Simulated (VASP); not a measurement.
# CdSe (P6_3mc) in VASP: further runs

CdSe is run at these levels: r2SCAN; tasks: single point.

Everything below comes from runs of VASP 6.6.1. Logs are shortened: lines on timing, memory, paths and dates and some standing lists are left out, and cuts for length are marked.

### 1 The cell of the first run

Symmetry: P6_3mc, No. 186, hexagonal system. The conventional cell has a = 4.251 Å, b = 4.251 Å, c = 13.870 Å, α = 90.00°, β = 90.00°, γ = 120.00°. Cd (site symmetry 3m) has 4 Se at 2.60 Å within 3.4 Å. Cd (site symmetry 3m) has 4 Se at 2.60 Å within 3.4 Å. Se (site symmetry 3m) has 4 Cd at 2.60 Å within 3.4 Å. Within 3.4 Å of Se (site symmetry 3m) lie 4 Cd at 2.60 Å.

### 2 Single point, r2SCAN (27.13 Å³/atom)

Contents of POSCAR:

```
CdSe
1.0
    4.2507029418      0.0000000000      0.0000000000
   -2.1253514709      3.6812167315      0.0000000000
    0.0000000000      0.0000000000     13.8696647248
Cd Se
4 4
Direct
    0.0000000000      0.0000000000     -0.0002015640
    0.3333333333      0.6666666667      0.2499621337
    0.0000000000      0.0000000000      0.4997984360
    0.6666666667      0.3333333333      0.7499621337
    0.0000000000      0.0000000000      0.1874999893
    0.3333333333      0.6666666667      0.4377394409
    0.0000000000      0.0000000000      0.6874999893
    0.6666666667      0.3333333333      0.9377394409
```

Contents of INCAR.step1:

```
PREC = Accurate
ENCUT = 520
ISMEAR = 0
SIGMA = 0.01
LREAL = F
LASPH = T
NELM = 80
NBANDS = 46
GGA = PE
ALGO = Normal
EDIFF = 1E-4
LWAVE = T
LCHARG = F
```

Contents of INCAR.step2:

```
PREC = Accurate
ENCUT = 520
EDIFF = 1E-6
ISMEAR = 0
SIGMA = 0.01
LREAL = F
LASPH = T
NELM = 80
ALGO = Normal
ISIF = 2
LWAVE = F
LCHARG = T
METAGGA = R2SCAN
LMIXTAU = T
LELF = T
LVHAR = T
NBANDS = 46
ISTART = 1
```

Contents of KPOINTS:

```
Automatic mesh
0
Gamma
  6 6 2
```

Potentials or basis: VASP PAW PBE potentials, release 64 (Cd, Se).

Run with:

```console
$ cat potpaw_PBE.64/Cd/POTCAR potpaw_PBE.64/Se/POTCAR > POTCAR
$ cp INCAR.step1 INCAR
$ mpirun -np 1 vasp_std > vasp.out
$ cp INCAR.step2 INCAR
$ mpirun -np 1 vasp_std > vasp.out
```

OUTCAR:

```text
PREC = Accurate
   ENCUT = 520
   EDIFF = 1E-6
   ISMEAR = 0
   LREAL = F
   LASPH = T
   NELM = 80
   ISIF = 2
   METAGGA = R2SCAN
   ISTART = 1

 ion  position               nearest neighbor table
   1  0.000  0.000  1.000-   8 2.60   8 2.60   8 2.60   5 2.60
   2  0.333  0.667  0.250-   5 2.60   5 2.60   5 2.60   6 2.60
   3  0.000  0.000  0.500-   6 2.60   6 2.60   6 2.60   7 2.60
   4  0.667  0.333  0.750-   7 2.60   7 2.60   7 2.60   8 2.60
   5  0.000  0.000  0.187-   2 2.60   2 2.60   2 2.60   1 2.60
   6  0.333  0.667  0.438-   3 2.60   3 2.60   3 2.60   2 2.60
   7  0.000  0.000  0.687-   4 2.60   4 2.60   4 2.60   3 2.60
   8  0.667  0.333  0.938-   1 2.60   1 2.60   1 2.60   4 2.60

  LATTYP: Found a hexagonal cell.
 ALAT       =     4.2507029418
 C/A-ratio  =     3.2629108443

  Lattice vectors:

 A1 = (   4.2507029418,   0.0000000000,   0.0000000000)
 A2 = (  -2.1253514709,   3.6812167315,   0.0000000000)
 A3 = (   0.0000000000,   0.0000000000,  13.8696647248)

Analysis of symmetry for initial positions (statically):
=====================================================================
 Subroutine PRICEL returns:
 Original cell was already a primitive cell.

 Routine SETGRP: Setting up the symmetry group for a
 hexagonal supercell.

 Subroutine GETGRP returns: Found 12 space group operations
 (whereof  6 operations were pure point group operations)
 out of a pool of 24 trial point group operations.

The static configuration has the point symmetry C_3v.
 The point group associated with its full space group is C_6v.

Analysis of symmetry for dynamics (positions and initial velocities):
=====================================================================
 Subroutine PRICEL returns:
 Original cell was already a primitive cell.

 Routine SETGRP: Setting up the symmetry group for a
 hexagonal supercell.

 Subroutine GETGRP returns: Found 12 space group operations
 (whereof  6 operations were pure point group operations)
 out of a pool of 24 trial point group operations.

The dynamic configuration has the point symmetry C_3v.
 The point group associated with its full space group is C_6v.

 Subroutine INISYM returns: Found 12 space group operations
 (whereof  6 operations are pure point group operations),
 and found     1 'primitive' translations

----------------------------------------------------------------------------------------

                                     Primitive cell

  volume of cell :     217.0292

  direct lattice vectors                    reciprocal lattice vectors
     4.250702942  0.000000000  0.000000000     0.235255207  0.135824657  0.000000000
    -2.125351471  3.681216732  0.000000000     0.000000000  0.271649314  0.000000000
     0.000000000  0.000000000 13.869664725     0.000000000  0.000000000  0.072099796

  length of vectors
     4.250702942  4.250702942 13.869664725     0.271649314  0.271649314  0.072099796

  position of ions in fractional coordinates (direct lattice)
     0.000000000  0.000000000  0.999798436
     0.333333333  0.666666667  0.249962134
     0.000000000  0.000000000  0.499798436
     0.666666667  0.333333333  0.749962134
     0.000000000  0.000000000  0.187499989
     0.333333333  0.666666667  0.437739441
     0.000000000  0.000000000  0.687499989
     0.666666667  0.333333333  0.937739441

  ion indices of the primitive-cell ions
   primitive index   ion index
                 1           1
                 2           2
                 3           3
                 4           4
                 5           5
                 6           6
                 7           7
                 8           8

----------------------------------------------------------------------------------------

 KPOINTS: Automatic mesh

Automatic generation of k-mesh.
 Grid dimensions read from file:
 generate k-points for:    6    6    2

 Generating k-lattice:

  Cartesian coordinates                     Fractional coordinates (reciprocal lattice)
     0.039209201  0.022637443  0.000000000     0.166666667  0.000000000  0.000000000
     0.000000000  0.045274886  0.000000000     0.000000000  0.166666667  0.000000000
     0.000000000  0.000000000  0.036049898     0.000000000  0.000000000  0.500000000

  Length of vectors
     0.045274886  0.045274886  0.036049898

  Shift w.r.t. Gamma in fractional coordinates (k-lattice)
     0.000000000  0.000000000  0.000000000

 Subroutine IBZKPT returns following result:
 ===========================================

 Found     14 irreducible k-points:

 Following reciprocal coordinates:
            Coordinates               Weight
  0.000000  0.000000  0.000000      1.000000
  0.166667 -0.000000  0.000000      6.000000
  0.333333  0.000000  0.000000      6.000000
  0.500000 -0.000000  0.000000      3.000000
  0.166667  0.166667  0.000000      6.000000
  0.333333  0.166667  0.000000     12.000000
  0.333333  0.333333  0.000000      2.000000
  0.000000  0.000000  0.500000      1.000000
  0.166667 -0.000000  0.500000      6.000000
  0.333333  0.000000  0.500000      6.000000
  0.500000 -0.000000  0.500000      3.000000
  0.166667  0.166667  0.500000      6.000000
  0.333333  0.166667  0.500000     12.000000
  0.333333  0.333333  0.500000      2.000000
   k-points           NKPTS =     14   k-points in BZ     NKDIM =     14   number of bands    NBANDS=     46
   number of dos      NEDOS =    301   number of ions     NIONS =      8
   total plane-waves  NPLWV = 110592
   dimension x,y,z NGX =    32 NGY =   32 NGZ =  108
   dimension x,y,z NGXF=    64 NGYF=   64 NGZF=  216
   ions per type =               4   4
   NGX,Y,Z   is equivalent  to a cutoff of  12.52, 12.52, 12.95 a.u.
   NGXF,Y,Z  is equivalent  to a cutoff of  25.03, 25.03, 25.89 a.u.
 SYSTEM =  unknown system
   PREC   = accura    normal or accurate (medium, high low for compatibility)
   ISTART =      1    job   : 0-new  1-cont  2-samecut
   ICHARG =      0    charge: 1-file 2-atom 10-const
   ISPIN  =      1    spin polarized calculation?
   LNONCOLLINEAR =      F non collinear calculations
   LSORBIT =      F    spin-orbit coupling
   LASPH  =      T    aspherical Exc in radial PAW
   ENCUT  =  520.0 eV  38.22 Ry    6.18 a.u.   7.90  7.90 25.79*2*pi/ulx,y,z
   NELM   =     80;   NELMIN=  2; NELMDL=  0     # of ELM steps
   EDIFF  = 0.1E-05   stopping-criterion for ELM
   LREAL  =      F    real-space projection
   EDIFFG = 0.1E-04   stopping-criterion for IOM
   NSW    =      0    number of steps for IOM
   IBRION =     -1    ionic relax: 0-MD 1-quasi-New 2-CG
   NFREE  =      0    steps in history (QN), initial steepest desc. (CG)
   ISIF   =      2    stress and relaxation
   ISYM   =      2    0-nonsym 1-usesym 2-fastsym
   POTIM  = 0.5000    time-step for ionic-motion
   TEBEG  =    0.0;   TEEND  =   0.0 temperature during run
   PSTRESS=    0.0 pullay stress
   NELECT =      72.0000    total number of electrons
   NUPDOWN=      -1.0000    fix difference up-down
   EMIN   =  10.00;   EMAX   =-10.00  energy-range for DOS
   EFERMI =   0.00;   METHOD = LEGACY
   ISMEAR =     0;   SIGMA  =   0.01  broadening in eV -4-tet -1-fermi 0-gaus
   EFERMI_NEDOS =   21; number of points for ismear=-14 and -15
   IALGO  =     38    algorithm
   IMIX   =      4    mixing-type and parameters
     AMIX     =   0.40;   BMIX     =  1.00
     AMIX_MAG =   1.60;   BMIX_MAG =  1.00
  volume/ion in A,a.u.               =      27.13       183.07
  Fermi-wavevector in a.u.,A,eV,Ry     =   1.133304  2.141633 17.475013  1.284377
  Thomas-Fermi vector in A             =   2.270006
   LORBIT       =      0    0 simple, 1 ext, 2 COOP (PROOUT), +10 PAW based schemes
   METAGGA = R2SCAN    functional components
   LHFCALC =     F    Hartree Fock is set to
   AEXX    =    0.0000 exact exchange contribution
   IVDW    =     0    specifies the selected vdW correction
   LEPSILON=     F    determine dielectric tensor
   LRPA    =     F    only Hartree local field effects (RPA)
 non-spin polarized calculation
 Gauss-broadening in eV      SIGMA  =   0.01
  energy-cutoff  :      520.00
  volume of cell :      217.03
 maximum number of plane-waves:      5874
 NGX is ok and might be reduce to    32
   NGX = 15   NGY = 15   NGZ = 51

 number of electron      71.9999989 magnetization

 Free energy of the ion-electron system (eV)
  ---------------------------------------------------
  ext. energy  EPLUGINS =         0.00000000
  ---------------------------------------------------
  free energy    TOTEN  =      -143.48481688 eV

  energy without entropy =     -143.48481688  energy(sigma->0) =     -143.48481688

 E-fermi :   1.0184     XC(G=0):  -9.5995

 val. band max:        0.9428205906   @ k =   0.0000   0.0000   0.0000
 cond. band min:       2.1470210610   @ k =   0.0000   0.0000   0.0000
 fundamental gap:      1.2042004704
 Fermi energy:         1.0184231119

 k-point     1 :       0.0000    0.0000    0.0000
  band No.  band energies     occupation
      1     -12.2999      2.00000
      2     -12.0931      2.00000
      3     -12.0905      2.00000
      4     -11.8832      2.00000
      5      -7.3490      2.00000
      6      -7.3458      2.00000
[... 38 lines left out ...]
     45       7.5071      0.00000
     46       7.6225      0.00000

 k-point     2 :       0.1667   -0.0000    0.0000
  band No.  band energies     occupation
      1     -12.2081      2.00000
      2     -12.0250      2.00000
      3     -12.0225      2.00000
      4     -11.8421      2.00000
      5      -7.3195      2.00000
      6      -7.3121      2.00000
[... 38 lines left out ...]
     45       7.6400      0.00000
     46       7.7278      0.00000

 k-point     3 :       0.3333    0.0000    0.0000
  band No.  band energies     occupation
      1     -12.0080      2.00000
      2     -11.8876      2.00000
      3     -11.8856      2.00000
      4     -11.7725      2.00000
      5      -7.2658      2.00000
      6      -7.2566      2.00000
[... 38 lines left out ...]
     45       7.9541      0.00000
     46       8.1982      0.00000

 k-point     4 :       0.5000   -0.0000    0.0000
  band No.  band energies     occupation
      1     -11.8875      2.00000
      2     -11.8190      2.00000
      3     -11.8174      2.00000
      4     -11.7553      2.00000
      5      -7.2431      2.00000
      6      -7.2368      2.00000
[... 430 lines left out ...]
     45       7.7861      0.00000
     46       7.7861      0.00000

 k-point    13 :       0.3333    0.1667    0.5000
  band No.  band energies     occupation
      1     -11.8681      2.00000
      2     -11.8681      2.00000
      3     -11.7734      2.00000
      4     -11.7734      2.00000
      5      -7.2221      2.00000
      6      -7.2221      2.00000
[... 38 lines left out ...]
     45       7.9593      0.00000
     46       7.9593      0.00000

 k-point    14 :       0.3333    0.3333    0.5000
  band No.  band energies     occupation
      1     -11.7898      2.00000
      2     -11.7898      2.00000
      3     -11.7854      2.00000
      4     -11.7854      2.00000
      5      -7.2203      2.00000
      6      -7.2203      2.00000
[... 38 lines left out ...]
     45       7.9860      0.00000
     46       7.9860      0.00000

------------------------ aborting loop because EDIFF is reached ----------------------------------------

  FORCE on cell =-STRESS in cart. coord.  units (eV):
  Direction    XX          YY          ZZ          XY          YZ          ZX
  --------------------------------------------------------------------------------------
  -------------------------------------------------------------------------------------
  Total        5.3863949      5.3863949      5.4020431      0.0000000      0.0000000      0.0000000
  in kB       39.7640547     39.7640547     39.8795749      0.0000000      0.0000000      0.0000000
  external PRESSURE =      39.8025615 kB  Pullay stress =       0.0000000 kB

 VOLUME and BASIS-vectors are now :
 -----------------------------------------------------------------------------
  energy-cutoff  :      520.00
  volume of cell :      217.03
      direct lattice vectors                 reciprocal lattice vectors
     4.250702942  0.000000000  0.000000000     0.235255207  0.135824657  0.000000000
    -2.125351471  3.681216732  0.000000000     0.000000000  0.271649314  0.000000000
     0.000000000  0.000000000 13.869664725     0.000000000  0.000000000  0.072099796

 POSITION                                       TOTAL-FORCE (eV/Angst)
 -----------------------------------------------------------------------------------
      0.00000      0.00000     13.86687         0.000000     -0.000000      0.006325
     -0.00000      2.45414      3.46689         0.000000      0.000000      0.000122
      0.00000      0.00000      6.93204        -0.000000      0.000000      0.006325
      2.12535      1.22707     10.40172         0.000000     -0.000000      0.000122
      0.00000      0.00000      2.60056        -0.000000     -0.000000     -0.005516
     -0.00000      2.45414      6.07130        -0.000000     -0.000000     -0.000931
      0.00000      0.00000      9.53539        -0.000000     -0.000000     -0.005516
      2.12535      1.22707     13.00613        -0.000000     -0.000000     -0.000931
 -----------------------------------------------------------------------------------
    total drift:                               -0.000000     -0.000000     -0.006617

  FREE ENERGIE OF THE ION-ELECTRON SYSTEM (eV)
  ---------------------------------------------------
  free  energy   TOTEN  =      -143.4848168794 eV

  energy  without entropy=     -143.4848168794  energy(sigma->0) =     -143.48481688
```

It took 17 min on 1 thread of Intel Xeon 8259CL, shared host; peak memory 0.42 GiB.

What came out:

| Item | Value |
| --- | --- |
| Free energy | -143.4848 eV |
| Pressure | 4.0 GPa |
| Largest force | 0.006 eV/Å |
| Band gap on the k mesh | 1.20 eV |

Forces in eV/Å, atoms in the order of the input:
```
Cd   0.000  0.000  0.006
Cd   0.000  0.000  0.000
Cd   0.000  0.000  0.006
Cd   0.000  0.000  0.000
Se   0.000  0.000 -0.006
Se   0.000  0.000 -0.001
Se   0.000  0.000 -0.006
Se   0.000  0.000 -0.001
```

Caveat: the cell stands under pressure; the PAW data sets were made with another functional, which shifts forces and pressure a little.

### 3 Single point, r2SCAN (27.99 Å³/atom)

This run uses another cell than the first one, of 27.99 Å³/atom.

Edit POSCAR of step 2 so:

```diff
@@ -2,5 +2,5 @@
 1.0
-    4.2507029418      0.0000000000      0.0000000000
-   -2.1253514709      3.6812167315      0.0000000000
-    0.0000000000      0.0000000000     13.8696647248
+    4.2954504716      0.0000000000      0.0000000000
+   -2.1477252358      3.7199692291      0.0000000000
+    0.0000000000      0.0000000000     14.0156719252
 Cd Se
```

Contents of INCAR.step1:

```
SYSTEM = CdSe
ALGO = Normal ; EDIFF = 1E-4
ENCUT = 520 ; GGA = PE
ISMEAR = 0 ; LASPH = .True.
LCHARG = .False. ; LREAL = .False.
LWAVE = .True. ; NBANDS = 46
NELM = 60 ; PREC = Accurate
SIGMA = 0.01
```

Contents of INCAR.step2:

```
SYSTEM = CdSe
ALGO = Normal ; EDIFF = 1E-7
ENCUT = 520 ; ISIF = 2
ISMEAR = 0 ; ISTART = 1
LASPH = .True. ; LCHARG = .False.
LMIXTAU = .True. ; LREAL = .False.
LWAVE = .False. ; METAGGA = R2SCAN
NBANDS = 46 ; NELM = 60
PREC = Accurate ; SIGMA = 0.01
```

Contents of KPOINTS:

```
k-points
0
Gamma
  6 6 2
  0 0 0
```

Potentials or basis: VASP PAW PBE potentials, release 64 (Cd, Se).

Run with:

```console
$ cat potpaw_PBE.64/Cd/POTCAR potpaw_PBE.64/Se/POTCAR > POTCAR
$ cp INCAR.step1 INCAR
$ mpirun -np 1 vasp_std > vasp.out
$ cp INCAR.step2 INCAR
$ mpirun -np 1 vasp_std > vasp.out
```

Run time: 20 min. Hardware: 1 thread of Intel Xeon 8259CL, shared host; peak memory 0.43 GiB.

Results (log left out):

```
Free energy            : -143.6121 eV
Pressure               : 2.0 GPa
Largest force          : 0.003 eV/Å
Band gap on the k mesh : 1.13 eV
```

Forces in eV/Å, atoms in the order of the input:
```
Cd   0.000  0.000  0.003
Cd   0.000  0.000  0.000
Cd   0.000  0.000  0.003
Cd   0.000  0.000  0.000
Se   0.000  0.000 -0.003
Se   0.000  0.000  0.000
Se   0.000  0.000 -0.003
Se   0.000  0.000  0.000
```

Levels at points of the mesh, in eV from the valence-band top:
| k point | band 32 | band 33 | band 34 | band 35 | band 36 | band 37 | band 38 | band 39 | band 40 | band 41 |
| --- | --- | --- | --- | --- | --- | --- | --- | --- | --- | --- |
| (0.00, 0.00, 0.00) | -0.40 | -0.40 | -0.02 | 0.00 | 0.00 | 1.13 | 2.72 | 2.77 | 2.90 | 6.32 |
| (0.50, 0.00, 0.00) | -1.38 | -1.38 | -1.36 | -0.95 | -0.77 | 3.00 | 3.24 | 3.78 | 4.16 | 4.85 |
| (0.00, 0.00, 0.50) | -0.67 | -0.13 | -0.13 | -0.13 | -0.13 | 2.08 | 2.08 | 2.83 | 2.83 | 6.24 |
| (0.50, 0.00, 0.50) | -1.76 | -1.27 | -1.27 | -0.96 | -0.96 | 3.43 | 3.43 | 3.81 | 3.81 | 4.66 |

Caveat: the PAW data sets were made with another functional, which shifts forces and pressure a little.

(Part 1 of 2 ends here.)
